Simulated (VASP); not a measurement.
# PbSe (Clausthalite) (P1) in VASP: a series of runs

Runs on PbSe (Clausthalite). Level: PBE. Tasks: single point.

All numbers are computed with VASP 6.6.1; they aren't measurements. Logs are shortened: lines on timing, memory, paths and dates and some standing lists are left out, and cuts for length are marked.

**1. The cell of the first run**

The typed cell holds 2 atoms: a = 4.328 Å, b = 4.328 Å, c = 4.328 Å, α = 60.00°, β = 60.00°, γ = 60.00°.

**2. Single point, PBE**

INCAR reads:

```
SYSTEM = PbSe
PREC = Accurate
ENCUT = 520
EDIFF = 1E-6
ISMEAR = 1
SIGMA = 0.05
LREAL = .False.
LASPH = .True.
NELM = 60
ALGO = Normal
ISIF = 2
LWAVE = .False.
LCHARG = .False.
GGA = PE
NBANDS = 17
```

KPOINTS reads:

```
regular mesh
0
Gamma
  7 7 7
  0 0 0
```

POSCAR reads:

```
PbSe
1.0
    0.0000000000      3.0606500000      3.0606500000
    3.0606500000      0.0000000000      3.0606500000
    3.0606500000      3.0606500000      0.0000000000
Pb Se
1 1
Direct
   -0.0022480000     -0.0031650000     -0.0006020000
    0.5030880000      0.4999950000      0.4926990000
```

Potentials or basis: VASP PAW PBE potentials, release 64 (Pb_d, Se).

Launch:

```
$ cat potpaw_PBE.64/Pb_d/POTCAR potpaw_PBE.64/Se/POTCAR > POTCAR
$ mpirun -np 1 vasp_std > vasp.out
```

OUTCAR:

```text
SYSTEM = PbSe
   PREC = Accurate
   ENCUT = 520
   EDIFF = 1E-6
   ISMEAR = 1
   LREAL = .False.
   LASPH = .True.
   NELM = 60
   ISIF = 2
   GGA = PE

 ion  position               nearest neighbor table
   1  0.998  0.997  0.999-   2 3.03   2 3.05   2 3.06   2 3.06   2 3.07   2 3.09
   2  0.503  0.500  0.493-   1 3.03   1 3.05   1 3.06   1 3.06   1 3.07   1 3.09

  LATTYP: Found a face centered cubic cell.
 ALAT       =     6.1213000000

  Lattice vectors:

 A1 = (   0.0000000000,   3.0606500000,   3.0606500000)
 A2 = (   3.0606500000,   0.0000000000,   3.0606500000)
 A3 = (   3.0606500000,   3.0606500000,   0.0000000000)

Analysis of symmetry for initial positions (statically):
=====================================================================
 Subroutine PRICEL returns:
 Original cell was already a primitive cell.

 Routine SETGRP: Setting up the symmetry group for a
 face centered cubic supercell.

 Subroutine GETGRP returns: Found  1 space group operations
 (whereof  1 operations were pure point group operations)
 out of a pool of 48 trial point group operations.

The static configuration has the point symmetry C_1 .

Analysis of symmetry for dynamics (positions and initial velocities):
=====================================================================
 Subroutine PRICEL returns:
 Original cell was already a primitive cell.

 Routine SETGRP: Setting up the symmetry group for a
 face centered cubic supercell.

 Subroutine GETGRP returns: Found  1 space group operations
 (whereof  1 operations were pure point group operations)
 out of a pool of 48 trial point group operations.

The dynamic configuration has the point symmetry C_1 .

 Subroutine INISYM returns: Found  1 space group operations
 (whereof  1 operations are pure point group operations),
 and found     1 'primitive' translations

----------------------------------------------------------------------------------------

                                     Primitive cell

  volume of cell :      57.3418

  direct lattice vectors                    reciprocal lattice vectors
     0.000000000  3.060650000  3.060650000    -0.163363991  0.163363991  0.163363991
     3.060650000  0.000000000  3.060650000     0.163363991 -0.163363991  0.163363991
     3.060650000  3.060650000  0.000000000     0.163363991  0.163363991 -0.163363991

  length of vectors
     4.328412740  4.328412740  4.328412740     0.282954733  0.282954733  0.282954733

  position of ions in fractional coordinates (direct lattice)
     0.997752000  0.996835000  0.999398000
     0.503088000  0.499995000  0.492699000

  ion indices of the primitive-cell ions
   primitive index   ion index
                 1           1
                 2           2

----------------------------------------------------------------------------------------

 KPOINTS: regular mesh

Automatic generation of k-mesh.
 Grid dimensions read from file:
 generate k-points for:    7    7    7

 Generating k-lattice:

  Cartesian coordinates                     Fractional coordinates (reciprocal lattice)
    -0.023337713  0.023337713  0.023337713     0.142857143  0.000000000  0.000000000
     0.023337713 -0.023337713  0.023337713     0.000000000  0.142857143  0.000000000
     0.023337713  0.023337713 -0.023337713     0.000000000  0.000000000  0.142857143

  Length of vectors
     0.040422105  0.040422105  0.040422105

  Shift w.r.t. Gamma in fractional coordinates (k-lattice)
     0.000000000  0.000000000  0.000000000

 Subroutine IBZKPT returns following result:
 ===========================================

 Found    172 irreducible k-points:

 Following reciprocal coordinates:
            Coordinates               Weight
  0.000000  0.000000  0.000000      1.000000
  0.142857  0.000000  0.000000      2.000000
  0.000000  0.142857  0.000000      2.000000
  0.000000  0.000000  0.142857      2.000000
  0.142857  0.142857  0.142857      2.000000
  0.285714  0.000000  0.000000      2.000000
[... 16 lines left out ...]
  0.142857 -0.142857 -0.142857      2.000000
  0.285714  0.285714  0.142857      2.000000
 [... further k-points ...]
   k-points           NKPTS =    172   k-points in BZ     NKDIM =    172   number of bands    NBANDS=     17
   number of dos      NEDOS =    301   number of ions     NIONS =      2
   total plane-waves  NPLWV =  32768
   dimension x,y,z NGX =    32 NGY =   32 NGZ =   32
   dimension x,y,z NGXF=    64 NGYF=   64 NGZF=   64
   ions per type =               1   1
   NGX,Y,Z   is equivalent  to a cutoff of  12.29, 12.29, 12.29 a.u.
   NGXF,Y,Z  is equivalent  to a cutoff of  24.58, 24.58, 24.58 a.u.
 SYSTEM =  PbSe
   PREC   = accura    normal or accurate (medium, high low for compatibility)
   ISTART =      0    job   : 0-new  1-cont  2-samecut
   ICHARG =      2    charge: 1-file 2-atom 10-const
   ISPIN  =      1    spin polarized calculation?
   LNONCOLLINEAR =      F non collinear calculations
   LSORBIT =      F    spin-orbit coupling
   LASPH  =      T    aspherical Exc in radial PAW
   ENCUT  =  520.0 eV  38.22 Ry    6.18 a.u.   8.05  8.05  8.05*2*pi/ulx,y,z
   NELM   =     60;   NELMIN=  2; NELMDL= -5     # of ELM steps
   EDIFF  = 0.1E-05   stopping-criterion for ELM
   LREAL  =      F    real-space projection
   EDIFFG = 0.1E-04   stopping-criterion for IOM
   NSW    =      0    number of steps for IOM
   IBRION =     -1    ionic relax: 0-MD 1-quasi-New 2-CG
   NFREE  =      0    steps in history (QN), initial steepest desc. (CG)
   ISIF   =      2    stress and relaxation
   ISYM   =      2    0-nonsym 1-usesym 2-fastsym
   POTIM  = 0.5000    time-step for ionic-motion
   TEBEG  =    0.0;   TEEND  =   0.0 temperature during run
   PSTRESS=    0.0 pullay stress
   NELECT =      20.0000    total number of electrons
   NUPDOWN=      -1.0000    fix difference up-down
   EMIN   =  10.00;   EMAX   =-10.00  energy-range for DOS
   EFERMI =   0.00;   METHOD = LEGACY
   ISMEAR =     1;   SIGMA  =   0.05  broadening in eV -4-tet -1-fermi 0-gaus
   EFERMI_NEDOS =   21; number of points for ismear=-14 and -15
   IALGO  =     38    algorithm
   IMIX   =      4    mixing-type and parameters
     AMIX     =   0.40;   BMIX     =  1.00
     AMIX_MAG =   1.60;   BMIX_MAG =  1.00
  volume/ion in A,a.u.               =      28.67       193.48
  Fermi-wavevector in a.u.,A,eV,Ry     =   1.152377  2.177676 18.068159  1.327972
  Thomas-Fermi vector in A             =   2.289028
   LORBIT       =      0    0 simple, 1 ext, 2 COOP (PROOUT), +10 PAW based schemes
   GGA     = PE    functional components
   LHFCALC =     F    Hartree Fock is set to
   AEXX    =    0.0000 exact exchange contribution
   IVDW    =     0    specifies the selected vdW correction
   LEPSILON=     F    determine dielectric tensor
   LRPA    =     F    only Hartree local field effects (RPA)
 non-spin polarized calculation
 Methfessel and Paxton  Order N= 1 SIGMA  =   0.05
  energy-cutoff  :      520.00
  volume of cell :       57.34
 maximum number of plane-waves:      1564
   NGX = 17   NGY = 17   NGZ = 17

 number of electron      19.9999999 magnetization

 Free energy of the ion-electron system (eV)
  ---------------------------------------------------
  ext. energy  EPLUGINS =         0.00000000
  ---------------------------------------------------
  free energy    TOTEN  =        -8.17977874 eV

  energy without entropy =       -8.17984657  energy(sigma->0) =       -8.17980135

 E-fermi :   4.8588     XC(G=0):  -9.5311

 val. band max:        4.8182505015   @ k =   0.4286   0.4286   0.4286
 cond. band min:       5.6823150957   @ k =   0.4286   0.4286   0.4286
 fundamental gap:      0.8640645942
 Fermi energy:         4.8587959006

 k-point     1 :       0.0000    0.0000    0.0000
  band No.  band energies     occupation
      1     -11.7683      2.00000
      2     -11.7682      2.00000
      3     -11.7681      2.00000
      4     -11.7644      2.00000
      5     -11.7643      2.00000
      6      -8.5285      2.00000
[... 9 lines left out ...]
     16      11.5898      0.00000
     17      13.2413      0.00000

 k-point     2 :       0.1429    0.0000    0.0000
  band No.  band energies     occupation
      1     -11.7700      2.00000
      2     -11.7699      2.00000
      3     -11.7675      2.00000
      4     -11.7612      2.00000
      5     -11.7611      2.00000
      6      -8.3749      2.00000
[... 9 lines left out ...]
     16      12.0233      0.00000
     17      14.6101      0.00000

 k-point     3 :       0.0000    0.1429    0.0000
  band No.  band energies     occupation
      1     -11.7700      2.00000
      2     -11.7699      2.00000
      3     -11.7675      2.00000
      4     -11.7612      2.00000
      5     -11.7611      2.00000
      6      -8.3748      2.00000
[... 9 lines left out ...]
     16      12.0231      0.00000
     17      14.6106      0.00000

 k-point     4 :       0.0000    0.0000    0.1429
  band No.  band energies     occupation
      1     -11.7699      2.00000
      2     -11.7699      2.00000
      3     -11.7675      2.00000
      4     -11.7612      2.00000
      5     -11.7611      2.00000
      6      -8.3749      2.00000
[... 9 lines left out ...]
     16      12.0230      0.00000
     17      14.6099      0.00000
[... 343 lines left out ...]
      1     -11.7947      2.00000
      2     -11.7713      2.00000
      3     -11.7667      2.00000
      4     -11.7517      2.00000
      5     -11.7454      2.00000
      6      -7.9906      2.00000
[... 9 lines left out ...]
     16      13.9057      0.00000
     17      15.5001      0.00000

 k-point    23 :       0.1429   -0.1429   -0.1429
  band No.  band energies     occupation
      1     -11.7947      2.00000
      2     -11.7712      2.00000
      3     -11.7667      2.00000
      4     -11.7518      2.00000
      5     -11.7454      2.00000
      6      -7.9908      2.00000
[... 9 lines left out ...]
     16      13.9056      0.00000
     17      15.5213      0.00000

 k-point    24 :       0.2857    0.2857    0.1429
  band No.  band energies     occupation
      1     -11.7947      2.00000
      2     -11.7713      2.00000
      3     -11.7667      2.00000
      4     -11.7517      2.00000
      5     -11.7454      2.00000
      6      -7.9906      2.00000
[... 9 lines left out ...]
     16      13.9051      0.00000
     17      15.5044      0.00000

 [... further k-points ...]

------------------------ aborting loop because EDIFF is reached ----------------------------------------

  FORCE on cell =-STRESS in cart. coord.  units (eV):
  Direction    XX          YY          ZZ          XY          YZ          ZX
  --------------------------------------------------------------------------------------
  -------------------------------------------------------------------------------------
  Total        0.8450965      0.8435104      0.8536785      0.0001549     -0.0000436     -0.0002374
  in kB       23.6127131     23.5683950     23.8525022      0.0043274     -0.0012180     -0.0066344
  external PRESSURE =      23.6778701 kB  Pullay stress =       0.0000000 kB

 VOLUME and BASIS-vectors are now :
 -----------------------------------------------------------------------------
  energy-cutoff  :      520.00
  volume of cell :       57.34
      direct lattice vectors                 reciprocal lattice vectors
     0.000000000  3.060650000  3.060650000    -0.163363991  0.163363991  0.163363991
     3.060650000  0.000000000  3.060650000     0.163363991 -0.163363991  0.163363991
     3.060650000  3.060650000  0.000000000     0.163363991  0.163363991 -0.163363991

 POSITION                                       TOTAL-FORCE (eV/Angst)
 -----------------------------------------------------------------------------------
      6.10977      6.11258      6.10473        -0.006974     -0.002687      0.016822
      3.03829      3.04776      3.07009         0.006974      0.002687     -0.016822
 -----------------------------------------------------------------------------------
    total drift:                                0.000025      0.000013     -0.000088

  FREE ENERGIE OF THE ION-ELECTRON SYSTEM (eV)
  ---------------------------------------------------
  free  energy   TOTEN  =        -8.1797787442 eV

  energy  without entropy=       -8.1798465728  energy(sigma->0) =       -8.17980135
```

Wall time 41 s (1 thread of Intel Xeon 6975P-C (Granite Rapids), shared host); peak memory 0.3 GiB.

Results:

| Property | Result |
| --- | --- |
| Free energy | -8.1798 eV |
| Pressure | 2.4 GPa |
| Largest force | 0.018 eV/Å |
| Band gap on the k mesh | 0.86 eV, direct |

Forces on the atoms (eV/Å):
```
Pb  -0.007 -0.003  0.017
Se   0.007  0.003 -0.017
```

Caveat: spin-orbit coupling is left out, which moves the levels of the heavy elements. A k mesh can miss the band edges.

**3. Single point, PBE**

INCAR reads:

```
SYSTEM = PbSe
  PREC = Accurate
  ENCUT = 520
  EDIFF = 1E-6
  ISMEAR = 1
  SIGMA = 0.05
  LREAL = .False.
  LASPH = .True.
  NELM = 100
  ALGO = Normal
  ISIF = 2
  LWAVE = .False.
  LCHARG = .False.
  GGA = PE
  NBANDS = 17
```

KPOINTS reads:

```
regular mesh
0
Gamma
  9 9 9
  0 0 0
```

POSCAR is that of step 2.

Potentials or basis: VASP PAW PBE potentials, release 64 (Pb_d, Se).

Launch:

```
$ cat potpaw_PBE.64/Pb_d/POTCAR potpaw_PBE.64/Se/POTCAR > POTCAR
$ mpirun -np 1 vasp_std > vasp.out
```

Run time: 88 s. Hardware: 1 thread of Intel Xeon 6975P-C (Granite Rapids), shared host; peak memory 0.46 GiB.

The run converged. Its results:

```
Free energy            : -8.1780 eV
Pressure               : 2.4 GPa
Largest force          : 0.020 eV/Å
Band gap on the k mesh : 0.69 eV, direct
```

Forces on the atoms (eV/Å):
```
Pb  -0.007 -0.003  0.018
Se   0.007  0.003 -0.018
```

Levels at points of the mesh, in eV from the valence-band top:
```csv
k point,band 8,band 9,band 10,band 11,band 12,band 13
"(0.00, 0.00, 0.00)",-1.70,-1.70,-1.70,4.88,4.89,4.89
```

Caveat: spin-orbit coupling is left out, which moves the levels of the heavy elements. A k mesh can miss the band edges.

**4. Single point, PBE**

INCAR reads:

```
ALGO = Normal ; EDIFF = 1E-7
ENCUT = 520 ; GGA = PE
ISIF = 2 ; ISMEAR = 1
LASPH = True ; LCHARG = False
LREAL = False ; LWAVE = False
NBANDS = 17 ; NELM = 80
PREC = Accurate ; SIGMA = 0.05
```

KPOINTS reads:

```
k-points
0
Gamma
  10 10 10
```

POSCAR is that of step 3.

Launch:

```
$ cat potpaw_PBE.64/Pb_d/POTCAR potpaw_PBE.64/Se/POTCAR > POTCAR
$ mpirun -np 1 vasp_std > vasp.out
```

Run time: 2.3 min. Hardware: 1 thread of Intel Xeon 6975P-C (Granite Rapids), shared host; peak memory 0.58 GiB.

The run converged. Its results:

```
Free energy            : -8.1773 eV
Pressure               : 2.4 GPa
Largest force          : 0.019 eV/Å
Band gap on the k mesh : 0.29 eV, direct
```

Forces on the atoms (eV/Å):
```
Pb  -0.007 -0.003  0.017
Se   0.007  0.003 -0.017
```

Levels at points of the mesh, in eV from the valence-band top:
```tsv
k point	band 8	band 9	band 10	band 11	band 12	band 13
(0.00, 0.00, 0.00)	-1.88	-1.88	-1.88	4.71	4.71	4.71
(0.50, 0.00, 0.00)	-1.47	-1.47	-0.01	0.30	1.70	1.70
(0.00, 0.50, 0.00)	-1.47	-1.47	0.00	0.30	1.70	1.70
(0.00, 0.00, 0.50)	-1.47	-1.47	-0.01	0.30	1.70	1.70
(0.50, 0.50, 0.50)	-1.47	-1.47	0.00	0.29	1.70	1.70
(0.50, 0.50, 0.00)	-4.98	-3.23	-3.23	3.69	5.61	5.61
(0.00, 0.50, 0.50)	-4.98	-3.23	-3.23	3.69	5.61	5.62
(0.50, 0.00, 0.50)	-4.98	-3.24	-3.23	3.69	5.61	5.62
```

Caveat: spin-orbit coupling is left out, which moves the levels of the heavy elements. A k mesh can miss the band edges.

**5. Summary**

```tsv
k mesh	gap on the mesh (eV)	pressure (GPa)	largest force (eV/Å)
7 × 7 × 7	0.86	2.4	0.02
9 × 9 × 9	0.69	2.4	0.02
10 × 10 × 10	0.29	2.4	0.02
```

Alike in all rows: task single point; level PBE; potentials or basis VASP PAW PBE potentials, release 64 (Pb_d, Se); no spin polarisation; cell as given; cutoff (eV) 520; smearing methfessel-paxton 0.05 eV.

On the cell as given the gap runs from 0.29 eV (PBE) to 0.86 eV (PBE); the meshes differ, which moves gaps too.

Caveats: spin-orbit coupling is left out, which moves the levels of the heavy elements.

Absolute energies hang on the potentials; compare differences alone.
